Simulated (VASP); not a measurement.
# AlRh2: single point with PBE

The system is AlRh2.

```
CELL_PARAMETERS angstrom
0.00000 2.87043 2.87043
2.87043 0.00000 2.87043
2.87043 2.87043 0.00000
ATOMIC_POSITIONS crystal
Al 0.50000 0.50000 0.50000
Rh 0.75000 0.75000 0.75000
Rh 0.25000 0.25000 0.25000
```

```yaml
Program: VASP 6.6.1
Task: single point
Functional: PBE
Potentials_or_basis: VASP PAW PBE potentials, release 64 (Al, Rh_pv)
Cutoff: 520 eV
k_mesh: 6 × 6 × 6
Occupations: gaussian, width 0.1 eV
Spin: no spin polarisation
Dipole_correction: no
Further_INCAR_settings: ALGO = Normal; EDIFF = 1e-06; NBANDS = 24
```

* Pressure: -0.2 GPa

Levels at points of the mesh, in eV from the Fermi level:
```csv
k point,band 14,band 15,band 16,band 17,band 18,band 19
"(0.00, 0.00, 0.00)",-0.03,-0.03,1.19,1.19,6.57,6.57
"(0.50, 0.00, 0.00)",-1.39,-1.29,-1.29,-0.97,-0.52,6.97
"(0.50, 0.50, 0.00)",-1.16,-1.16,0.18,1.11,1.61,1.61
```

Run time: 15 s on 1 thread of Intel(R) Xeon(R) Platinum 8488C (Sapphire Rapids), on a shared host, peak memory 0.16 GiB.
